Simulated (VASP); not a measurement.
**MgS (pbe): relaxation of the atoms with PBE**

The system is MgS (pbe).

```xyz
2
Lattice="0.0000 2.5889 2.6308 2.5889 0.0000 2.6308 2.5889 2.5889 0.0000" Properties=species:S:1:pos:R:3 pbc="T T T"
Mg    0.0000    0.0000    0.0000
S     2.5889    2.5889    2.6308
```

This cell differs from its parent crystal: strained cell.

- Program: VASP 6.6.1
- Task: relaxation of the atoms
- Functional: PBE
- Potentials or basis: VASP PAW PBE potentials, release 64 (Mg, S)
- Cutoff: 520 eV
- k mesh: 6 × 6 × 6
- Occupations: gaussian, width 0.02 eV
- Spin: no spin polarisation
- Dipole correction: no
- Further INCAR settings: ALGO = Normal; EDIFF = 1e-07; IBRION = 2; EDIFFG = -0.002; NSW = 60

```yaml
Pressure_after_relaxing: 0.8 GPa
Band_gap_on_the_k_mesh: 2.70 eV, indirect (least direct gap 3.65 eV)
```

Stress tensor (GPa, compression positive):
```
 1.37  0.00  0.00
 0.00  1.37  0.00
 0.00  0.00 -0.26
```

Final structure:
```
Mg S
1.0
     0.00000    2.58894    2.63078
     2.58894    0.00000    2.63078
     2.58894    2.58894    0.00000
Mg S
1 1
Direct
  0.00000 0.00000 0.00000
  0.50000 0.50000 0.50000
```

Levels at points of the mesh, in eV from the valence-band top:
```csv
k point,band 1,band 2,band 3,band 4,band 5,band 6,band 7,band 8
"(0.00, 0.00, 0.00)",-12.70,-0.07,-0.07,0.00,3.65,7.80,7.97,7.97
"(0.50, 0.00, 0.00)",-11.40,-4.87,-0.66,-0.61,4.50,6.78,6.95,10.05
"(0.50, 0.50, 0.00)",-11.07,-4.24,-1.68,-1.68,2.79,4.39,11.83,12.74
"(0.50, 0.00, 0.50)",-11.01,-4.23,-1.82,-1.68,2.70,4.34,12.00,12.78
```

Run time: 5.2 s on 1 thread of Intel(R) Xeon(R) 6975P-C (Granite Rapids), on a shared host, peak memory 0.15 GiB.

Caveat: the cell differs from its parent crystal (strained cell); the relaxation stopped at its first step, so nothing moved. A k mesh can miss the band edges.
